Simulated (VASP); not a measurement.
**Sb3S2: relaxation of cell and atoms with PBE**

Sb3S2:

```
Sb S
1.0
     5.25225    0.00000    0.00000
     0.00000    5.25225    0.00000
     0.00000    0.00000    5.17830
Sb S
3 2
Cartesian
  2.6261 0.0000 2.5891
  0.0000 2.6261 2.5891
  0.0000 0.0000 2.5891
  2.6261 2.6261 1.2059
  2.6261 2.6261 3.9724
```

The cell was built from a structure type or drawn by symmetry, and may not be a known phase.

| Quantity | Value |
| --- | --- |
| Program | VASP 6.6.1 |
| Task | relaxation of cell and atoms |
| Functional | PBE |
| Potentials or basis | VASP PAW PBE potentials, release 64 (Sb, S) |
| Cutoff | 600 eV |
| k mesh | 4 × 4 × 4 |
| Occupations | gaussian, width 0.1 eV |
| Spin | no spin polarisation |
| Dipole correction | no |
| Further INCAR settings | ALGO = Normal; EDIFF = 1e-06; IBRION = 2; EDIFFG = -0.04; NSW = 90; ISIF = 3 |

The relaxed volume is 31.58 Å³/atom and the relaxed cell is a = 5.656 Å, b = 5.656 Å, c = 4.937 Å, α = 90.00°, β = 90.00°, γ = 90.00°. The space group after relaxing (to 0.1 Å) is P4/mmm (No. 123), the energy gained by relaxing is 246.8 meV/atom and the ionic steps are 12. The pressure after relaxing is 0.0 GPa. The largest force after relaxing is 0.020 eV/Å and the band gap on the k mesh is zero (an odd number of electrons rules out a gap without spin polarisation).

Forces on the atoms (eV/Å):
```
Sb   0.000  0.000  0.000
Sb   0.000  0.000  0.000
Sb   0.000  0.000  0.000
S    0.000  0.000 -0.020
S    0.000  0.000  0.020
```

Stress tensor (GPa, compression positive):
```
0.00 0.00 0.00
0.00 0.00 0.00
0.00 0.00 0.12
```

Step by step:
```tsv
step	energy change (eV)	largest force (eV/Å)	pressure (GPa)	volume (Å³)
1	0.0000	0.1366	10.87	142.85
2	-0.5447	0.0780	-5.55	185.28
3	-1.0822	0.3605	-1.22	164.98
4	-1.0823	0.3627	-1.07	164.53
5	-1.1548	0.4218	-0.63	160.55
6	-1.1790	0.4378	-0.14	157.20
7	-1.1792	0.4363	-0.07	156.75
8	-1.2014	0.3765	0.33	155.46
9	-1.2161	0.1702	0.90	153.89
10	-1.2297	0.0223	0.28	156.32
11	-1.2306	0.0883	0.07	157.24
12	-1.2339	0.0202	0.04	157.91
```

Final structure:
```
Sb S
1.0
     5.65587    0.00000    0.00000
     0.00000    5.65587    0.00000
     0.00000    0.00000    4.93655
Sb S
3 2
Direct
  0.50000 0.00000 0.50000
  0.00000 0.50000 0.50000
  0.00000 0.00000 0.50000
  0.50000 0.50000 0.25828
  0.50000 0.50000 0.74172
```

Levels at points of the mesh, in eV from the Fermi level:
| k point | band 10 | band 11 | band 12 | band 13 | band 14 | band 15 | band 16 | band 17 |
| --- | --- | --- | --- | --- | --- | --- | --- | --- |
| (0.00, 0.00, 0.00) | -3.48 | -1.83 | -1.00 | -1.00 | 0.08 | 2.41 | 2.41 | 2.48 |
| (0.50, 0.00, 0.00) | -2.58 | -0.98 | -0.80 | -0.22 | 0.09 | 1.31 | 2.14 | 2.17 |
| (0.50, 0.50, 0.00) | -2.21 | -0.68 | -0.39 | -0.07 | 0.39 | 0.99 | 0.99 | 1.55 |
| (0.00, 0.00, 0.50) | -2.90 | -2.38 | -2.38 | -1.65 | -0.80 | -0.75 | 1.74 | 3.31 |
| (0.50, 0.00, 0.50) | -2.00 | -1.79 | -1.38 | -0.91 | -0.61 | -0.57 | 1.57 | 1.61 |
| (0.50, 0.50, 0.50) | -1.98 | -1.43 | -0.73 | -0.38 | 0.00 | 0.52 | 0.86 | 0.86 |

It took 12 min on 1 thread of Intel Xeon 8259CL, with other jobs on the host, peak memory 0.29 GiB.

Caveat: spin-orbit coupling is left out, which moves the levels of the heavy elements.
